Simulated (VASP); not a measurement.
Here is a VASP 6.6.1 calculation.

The input INCAR:

```
  ALGO = Normal
  EDIFF = 1E-6
  ENCUT = 400
  GGA = PS
  GGA_COMPAT = F
  ISIF = 2
  ISMEAR = -1
  LASPH = T
  LCHARG = F
  LREAL = F
  LWAVE = F
  NBANDS = 61
  NELM = 120
  PREC = Accurate
  SIGMA = 0.05
```

File KPOINTS:

```
k-points
0
Gamma
  6 6 1
```

The input POSCAR:

```
Al5Ga3P8
1.0
    2.7192440000      2.7192440000      0.0000000000
   -2.7192440000      2.7192440000      0.0000000000
    0.0000000000      0.0000000000     21.8918170000
Ga Al P
3 5 8
Direct
    0.0000000000      0.0000000000      0.0000000000
    0.0000000000      0.0000000000      0.2484260000
    0.5000000000      0.5000000000      0.1242130000
    0.0000000000      0.0000000000      0.4981110000
    0.0000000000      0.0000000000      0.7490550000
    0.5000000000      0.5000000000      0.3726380000
    0.5000000000      0.5000000000      0.6235830000
    0.5000000000      0.5000000000      0.8745280000
    0.5000000000      0.0000000000      0.0621060000
    0.5000000000      0.0000000000      0.3105320000
    0.5000000000      0.0000000000      0.5608470000
    0.5000000000      0.0000000000      0.8117920000
    0.0000000000      0.5000000000      0.1863190000
    0.0000000000      0.5000000000      0.4353750000
    0.0000000000      0.5000000000      0.6863190000
    0.0000000000      0.5000000000      0.9372640000
```

Potentials or basis: VASP PAW PBE potentials, release 64 (Ga_d, Al, P).

Command:

```bash
$ cat potpaw_PBE.64/Ga_d/POTCAR potpaw_PBE.64/Al/POTCAR potpaw_PBE.64/P/POTCAR > POTCAR
$ mpirun -np 1 vasp_std > vasp.out
```

Q: What does it give for the largest force?

A: 0.074 eV/Å.

Q: Predict the band gap on the k mesh.

A: 1.32 eV (least direct gap 1.33 eV).

Stress tensor (GPa, compression positive):
```
 0.53  0.00  0.00
 0.00  0.53  0.00
 0.00  0.00 -0.02
```

Caveat: the PAW data sets were made with another functional, which shifts forces and pressure a little.
